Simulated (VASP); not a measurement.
Runs of VASP 6.6.1 on Al. The structure is that of space group P6_3/mmc (No. 194), or close to it. The cells are those of the table. This isn't the form of Al at room conditions, which is fcc.

```csv
task,cell,k mesh,gap on the mesh (eV),pressure (GPa)
single point,"a = 2.832, b = 2.832, c = 4.604 Å, angles 90.0, 90.0, 120.0°, 2 atoms",18 × 18 × 10,none,1.7
single point,"a = 2.851, b = 2.851, c = 4.635 Å, angles 90.0, 90.0, 120.0°, 2 atoms",17 × 17 × 10,none,0.0
single point,"a = 2.851, b = 2.851, c = 4.635 Å, angles 90.0, 90.0, 120.0°, 2 atoms",17 × 17 × 9,none,0.0
relaxation of cell and atoms,"relaxed from a = 2.860, b = 2.860, c = 4.670 Å, angles 90.0, 90.0, 120.0°, 2 atoms",17 × 17 × 9,none,0.2
single point,"a = 2.870, b = 2.870, c = 4.666 Å, angles 90.0, 90.0, 120.0°, 2 atoms",17 × 17 × 9,none,(a)
```

Alike in all rows: level PBEsol; potentials or basis VASP PAW PBE potentials, release 64 (Al); no spin polarisation; cutoff (eV) 500; smearing gaussian 0.1 eV.

**Question.** Estimate the missing entries.

**Answer.** (a) -1.5.

Caveats: the PAW data sets were made with another functional, which shifts forces and pressure a little.

A gap of «none» marks levels without a gap at the run's occupations.
